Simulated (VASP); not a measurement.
# TiO2 (C2/m) in VASP: further runs

Runs on TiO2. Level: LDA. Tasks: single point.

Everything below comes from runs of VASP 6.6.1. Logs are shortened: lines on timing, memory, paths and dates and some standing lists are left out, and cuts for length are marked.

### Step 1. The cell of the first run

The structure is monoclinic, space group C2/m (No. 12). The conventional cell has a = 14.028 Å, b = 2.925 Å, c = 4.638 Å, α = 90.00°, β = 91.32°, γ = 90.00°. Within 2.6 Å of Ti (site symmetry 2/m) lie 6 O at 1.93 to 1.95 Å. Ti (site symmetry m) has 6 O at 1.93 to 1.95 Å within 2.6 Å. Within 2.6 Å of O (site symmetry m) lie 3 Ti at 1.93 to 1.94 Å and 1 O at 2.53 Å. O (site symmetry m) has 3 Ti at 1.93 to 1.95 Å and 3 O at 2.50 to 2.53 Å within 2.6 Å. Within 2.6 Å of O (site symmetry m) lie 3 Ti at 1.94 to 1.95 Å and 1 O at 2.53 Å.

### Step 2. Single point, LDA

The input, INCAR:

```
  PREC = Accurate
  ENCUT = 600
  EDIFF = 1E-6
  ISMEAR = -1
  SIGMA = 0.05
  LREAL = F
  LASPH = T
  NELM = 120
  ALGO = Normal
  ISIF = 2
  LWAVE = F
  LCHARG = F
  GGA = CA
  NBANDS = 46
  GGA_COMPAT = F
```

The input, KPOINTS:

```
regular mesh
0
Gamma
  9 6 4
```

The input, POSCAR:

```
TiO2
1.0
    2.9254344560     -0.0000621617      0.0001165050
    0.0001064937      4.6377613206     -0.0256646275
    1.4624356468      0.2001094734      7.0111106119
Ti O
3 6
Direct
    0.0036433771      0.0003766388      0.0007035091
    0.3451061119      0.4860836053      0.3178152597
    0.6622078519      0.5146692284      0.6835920209
    0.4405466461      0.1904782748      0.1269053975
    0.7793173478      0.2973961605      0.4493691124
    0.1023279399      0.3024808021      0.8033462653
    0.9049701498      0.6982719066      0.1980613232
    0.2279820595      0.7033562595      0.5520379307
    0.5667495061      0.8102741341      0.8745021712
```

Potentials or basis: VASP PAW LDA potentials, release 64 (Ti_sv, O).

Launch:

```bash
> cat potpaw_LDA.64/Ti_sv/POTCAR potpaw_LDA.64/O/POTCAR > POTCAR
> mpirun -np 1 vasp_std > vasp.out
```

OUTCAR:

```text
PREC = Accurate
   ENCUT = 600
   EDIFF = 1E-6
   ISMEAR = -1
   LREAL = F
   LASPH = T
   NELM = 120
   ISIF = 2
   GGA = CA

 ion  position               nearest neighbor table
   1  0.004  0.000  0.001-   9 1.93   4 1.93   4 1.93   9 1.93   6 1.95   7 1.95
   2  0.345  0.486  0.318-   5 1.93   5 1.93   4 1.94   7 1.94   7 1.94   8 1.95
   3  0.662  0.515  0.684-   8 1.93   8 1.93   9 1.94   6 1.94   6 1.94   5 1.95
   4  0.441  0.190  0.127-   1 1.93   1 1.93   2 1.94
   5  0.779  0.297  0.449-   2 1.93   2 1.93   3 1.95
   6  0.102  0.302  0.803-   3 1.94   3 1.94   1 1.95
   7  0.905  0.698  0.198-   2 1.94   2 1.94   1 1.95
   8  0.228  0.703  0.552-   3 1.93   3 1.93   2 1.95
   9  0.567  0.810  0.875-   1 1.93   1 1.93   3 1.94

  LATTYP: Found a base centered monoclinic cell.
 ALAT       =    14.0278168661
 B/A-ratio  =     0.2085452417
 C/A-ratio  =     0.3306168292
 COS(beta)  =    -0.0230028720

  Lattice vectors:

 A1 = (   1.4629988092,  -0.2001716351,  -7.0109941069)
 A2 = (  -1.4624356468,  -0.2001094734,  -7.0111106119)
 A3 = (   0.0001064937,   4.6377613206,  -0.0256646275)

Analysis of symmetry for initial positions (statically):
=====================================================================
 Subroutine PRICEL returns:
 Original cell was already a primitive cell.

 Routine SETGRP: Setting up the symmetry group for a
 base centered monoclinic supercell.

 Subroutine GETGRP returns: Found  1 space group operations
 (whereof  1 operations were pure point group operations)
 out of a pool of  4 trial point group operations.

The static configuration has the point symmetry C_1 .

Analysis of symmetry for dynamics (positions and initial velocities):
=====================================================================
 Subroutine PRICEL returns:
 Original cell was already a primitive cell.

 Routine SETGRP: Setting up the symmetry group for a
 base centered monoclinic supercell.

 Subroutine GETGRP returns: Found  1 space group operations
 (whereof  1 operations were pure point group operations)
 out of a pool of  4 trial point group operations.

The dynamic configuration has the point symmetry C_1 .

 Subroutine INISYM returns: Found  1 space group operations
 (whereof  1 operations are pure point group operations),
 and found     1 'primitive' translations

----------------------------------------------------------------------------------------

[... 134 lines left out ...]
   ISIF   =      2    stress and relaxation
   ISYM   =      2    0-nonsym 1-usesym 2-fastsym
   POTIM  = 0.5000    time-step for ionic-motion
   TEBEG  =    0.0;   TEEND  =   0.0 temperature during run
   PSTRESS=    0.0 pullay stress
   NELECT =      72.0000    total number of electrons
   NUPDOWN=      -1.0000    fix difference up-down
   EMIN   =  10.00;   EMAX   =-10.00  energy-range for DOS
   EFERMI =   0.00;   METHOD = LEGACY
   ISMEAR =    -1;   SIGMA  =   0.05  broadening in eV -4-tet -1-fermi 0-gaus
   EFERMI_NEDOS =   21; number of points for ismear=-14 and -15
   IALGO  =     38    algorithm
   IMIX   =      4    mixing-type and parameters
     AMIX     =   0.40;   BMIX     =  1.00
     AMIX_MAG =   1.60;   BMIX_MAG =  1.00
  volume/ion in A,a.u.               =      10.57        71.34
  Fermi-wavevector in a.u.,A,eV,Ry     =   1.491885  2.819255 30.282788  2.225722
  Thomas-Fermi vector in A             =   2.604484
   LORBIT       =      0    0 simple, 1 ext, 2 COOP (PROOUT), +10 PAW based schemes
   GGA     = CA    functional components
   LHFCALC =     F    Hartree Fock is set to
   AEXX    =    0.0000 exact exchange contribution
   IVDW    =     0    specifies the selected vdW correction
   LEPSILON=     F    determine dielectric tensor
   LRPA    =     F    only Hartree local field effects (RPA)
 non-spin polarized calculation
  energy-cutoff  :      600.00
  volume of cell :       95.14
 maximum number of plane-waves:      3195
   NGX = 11   NGY = 19   NGZ = 29

 number of electron      71.9999997 magnetization

 Free energy of the ion-electron system (eV)
  ---------------------------------------------------
  ext. energy  EPLUGINS =         0.00000000
  ---------------------------------------------------
  free energy    TOTEN  =       -87.83306237 eV

  energy without entropy =      -87.83306237  energy(sigma->0) =      -87.83306237

 E-fermi :   5.1377     XC(G=0): -11.7923

 val. band max:        3.9701806885   @ k =   0.0000   0.0000   0.2500
 cond. band min:       6.2408032445   @ k =   0.0000   0.0000   0.0000
 fundamental gap:      2.2706225560
 Fermi energy:         5.1377370510

 k-point     1 :       0.0000    0.0000    0.0000
  band No.  band energies     occupation
      1     -51.8670      2.00000
      2     -51.7550      2.00000
      3     -51.7098      2.00000
      4     -28.6492      2.00000
      5     -28.5852      2.00000
      6     -28.5198      2.00000
[... 1165 lines left out ...]
     45       8.3139      0.00000
     46      10.1919      0.00000

 [... further k-points ...]

------------------------ aborting loop because EDIFF is reached ----------------------------------------

  FORCE on cell =-STRESS in cart. coord.  units (eV):
  Direction    XX          YY          ZZ          XY          YZ          ZX
  --------------------------------------------------------------------------------------
  -------------------------------------------------------------------------------------
  Total        0.7500036      0.4181412      0.5985260     -0.0000368      0.0162049      0.0002304
  in kB       12.6305822      7.0417882     10.0795939     -0.0006205      0.2729012      0.0038807
  external PRESSURE =       9.9173215 kB  Pullay stress =       0.0000000 kB

 VOLUME and BASIS-vectors are now :
 -----------------------------------------------------------------------------
  energy-cutoff  :      600.00
  volume of cell :       95.14
      direct lattice vectors                 reciprocal lattice vectors
     2.925434456 -0.000062162  0.000116505     0.341832400 -0.000402361 -0.071290755
     0.000106494  4.637761321 -0.025664627     0.000004826  0.215587216 -0.006154246
     1.462435647  0.200109473  7.011110612    -0.000005663  0.000789178  0.142609412

 POSITION                                       TOTAL-FORCE (eV/Angst)
 -----------------------------------------------------------------------------------
      0.01169      0.00189      0.00492        -0.000136     -0.000035      0.000087
      1.47442      2.31792      2.21580         0.000006      0.005769     -0.045143
      2.93701      2.52367      4.77961         0.000202     -0.005605      0.045302
      1.47440      0.90876      0.88491        -0.000111      0.020353      0.017104
      2.93705      1.46913      3.14303        -0.000007     -0.098972      0.011532
      1.47423      1.56358      5.62460         0.000134     -0.021103      0.016577
      2.93716      3.27800      1.37081        -0.000002      0.020969     -0.016474
      1.47434      3.37245      3.85237         0.000064      0.098928     -0.011796
      2.93698      3.93282      6.11050        -0.000151     -0.020304     -0.017188
 -----------------------------------------------------------------------------------
    total drift:                               -0.000314     -0.000150      0.000074

  FREE ENERGIE OF THE ION-ELECTRON SYSTEM (eV)
  ---------------------------------------------------
  free  energy   TOTEN  =       -87.8330623713 eV

  energy  without entropy=      -87.8330623713  energy(sigma->0) =      -87.83306237
```

OSZICAR:

```text
N       E                     dE             d eps       ncg     rms          rms(c)
DAV:   1     0.113575892953E+04    0.11358E+04   -0.39480E+04 10120   0.203E+03
DAV:   2     0.103245661681E+03   -0.10325E+04   -0.98603E+03 10386   0.600E+02
DAV:   3    -0.982908885011E+02   -0.20154E+03   -0.19613E+03 13296   0.232E+02
DAV:   4    -0.111798605352E+03   -0.13508E+02   -0.13476E+02 14648   0.641E+01
DAV:   5    -0.112428937264E+03   -0.63033E+00   -0.63005E+00 14540   0.111E+01    0.394E+01
DAV:   6    -0.889191384014E+02    0.23510E+02   -0.15285E+02 13806   0.962E+01    0.150E+01
DAV:   7    -0.882569638486E+02    0.66217E+00   -0.27516E+01 13412   0.346E+01    0.111E+01
DAV:   8    -0.881913255258E+02    0.65638E-01   -0.69760E+00 12474   0.212E+01    0.571E+00
DAV:   9    -0.878251389797E+02    0.36619E+00   -0.22741E+00 13902   0.114E+01    0.130E+00
DAV:  10    -0.878401684446E+02   -0.15029E-01   -0.18079E-01 12152   0.281E+00    0.748E-01
DAV:  11    -0.878331127114E+02    0.70557E-02   -0.32317E-02 11490   0.101E+00    0.189E-01
DAV:  12    -0.878332448331E+02   -0.13212E-03   -0.28037E-03 12170   0.469E-01    0.125E-01
DAV:  13    -0.878331127053E+02    0.13213E-03   -0.35750E-04 15042   0.144E-01    0.683E-02
DAV:  14    -0.878330632200E+02    0.49485E-04   -0.20365E-04 13948   0.956E-02    0.119E-02
DAV:  15    -0.878330628718E+02    0.34822E-06   -0.19708E-05 13316   0.324E-02    0.129E-02
DAV:  16    -0.878330623713E+02    0.50052E-06   -0.86461E-06 12990   0.246E-02
   1 F= -.87833062E+02 E0= -.87833062E+02  d E =-.208610E-10
```

Wall time 21 min (1 thread of Oxide Virtual Turin-like, shared host); peak memory 0.46 GiB.

Results:

* Free energy: -87.8331 eV
* Pressure: 1.0 GPa
* Largest force: 0.100 eV/Å
* Band gap on the k mesh: 2.27 eV (least direct gap 2.32 eV)

Forces on the atoms (eV/Å):
```
Ti   0.000  0.000  0.000
Ti   0.000  0.006 -0.045
Ti   0.000 -0.006  0.045
O    0.000  0.020  0.017
O    0.000 -0.099  0.012
O    0.000 -0.021  0.017
O    0.000  0.021 -0.016
O    0.000  0.099 -0.012
O    0.000 -0.020 -0.017
```

Stress tensor (GPa, compression positive):
```
1.26 0.00 0.00
0.00 0.70 0.03
0.00 0.03 1.01
```

Levels at points of the mesh, in eV from the valence-band top:
```tsv
k point	band 33	band 34	band 35	band 36	band 37	band 38	band 39	band 40
(0.00, 0.00, 0.00)	-0.43	-0.37	-0.28	-0.05	2.27	2.70	2.83	2.96
(0.00, 0.50, 0.00)	-1.12	-0.95	-0.90	-0.79	2.38	2.69	2.81	3.06
(0.00, 0.00, 0.50)	-0.92	-0.91	-0.30	-0.18	2.43	2.67	2.85	3.04
(0.00, 0.50, 0.50)	-0.93	-0.75	-0.71	-0.27	2.35	2.60	2.72	2.90
```

### Step 3. Single point, LDA

The input, INCAR:

```
SYSTEM = TiO2
ALGO     = Normal         ! electronic algorithm
EDIFF    = 1E-6           ! SCF threshold, eV
ENCUT    = 600            ! plane-wave cutoff, eV
GGA      = CA             ! functional
GGA_COMPAT= .False.      
ISIF     = 2              ! what is computed and relaxed
ISMEAR   = -1             ! smearing method
LASPH    = .True.         ! aspherical terms in the spheres
LCHARG   = .False.        ! write CHGCAR
LREAL    = .False.        ! projectors in reciprocal space
LWAVE    = .False.        ! write WAVECAR
NBANDS   = 46             ! bands
NELM     = 120            ! most SCF steps
PREC     = Accurate       ! precision mode
SIGMA    = 0.05           ! smearing width, eV
```

The input, KPOINTS:

```
k-points
0
Gamma
  9 6 4
  0 0 0
```

The input, POSCAR:

```
TiO2
1.0
    2.9254344315     -0.0000621626      0.0001165025
    0.0001064923      4.6377612351     -0.0256646905
    1.4624356284      0.2001093737      7.0111103685
Ti O
3 6
Direct
    0.0036433275      0.0003766369      0.0007035106
    0.3451060898      0.4860835811      0.3178152613
    0.6622078518      0.5146692534      0.6835920200
    0.4405466233      0.1904782009      0.1269054630
    0.7793173237      0.2973960810      0.4493691831
    0.1023279655      0.3024808936      0.8033462440
    0.9049701543      0.6982718149      0.1980613417
    0.2279821061      0.7033563422      0.5520378620
    0.5667495479      0.8102742059      0.8745021043
```

Potentials or basis: VASP PAW LDA potentials, release 64 (Ti_sv, O).

Launch:

```bash
> cat potpaw_LDA.64/Ti_sv/POTCAR potpaw_LDA.64/O/POTCAR > POTCAR
> mpirun -np 1 vasp_std > vasp.out
```

Wall time 19 min (1 thread of Oxide Virtual Turin-like, shared host); peak memory 0.46 GiB.

The run converged. Its results:

- Free energy: -87.8331 eV
- Pressure: 1.0 GPa
- Largest force: 0.100 eV/Å
- Band gap on the k mesh: 2.27 eV (least direct gap 2.32 eV)

Forces in eV/Å, atoms in the order of the input:
```
Ti   0.000  0.000  0.000
Ti   0.000  0.006 -0.045
Ti   0.000 -0.006  0.045
O    0.000  0.020  0.017
O    0.000 -0.099  0.012
O    0.000 -0.021  0.017
O    0.000  0.021 -0.017
O    0.000  0.099 -0.012
O    0.000 -0.020 -0.017
```

Stress tensor (GPa, compression positive):
```
1.28 0.00 0.00
0.00 0.72 0.03
0.00 0.03 1.02
```

Levels at points of the mesh, in eV from the valence-band top:
```
           k point  band 32  band 33  band 34  band 35  band 36  band 37  band 38  band 39  band 40  band 41
(0.00, 0.00, 0.00)    -0.99    -0.43    -0.37    -0.28    -0.05     2.27     2.70     2.83     2.96     3.22
(0.00, 0.50, 0.00)    -1.19    -1.12    -0.95    -0.90    -0.79     2.38     2.69     2.81     3.06     3.16
(0.00, 0.00, 0.50)    -1.18    -0.92    -0.91    -0.30    -0.18     2.43     2.67     2.85     3.04     3.07
(0.00, 0.50, 0.50)    -1.29    -0.93    -0.75    -0.71    -0.27     2.35     2.60     2.72     2.90     3.23
```

A k mesh can miss the band edges.
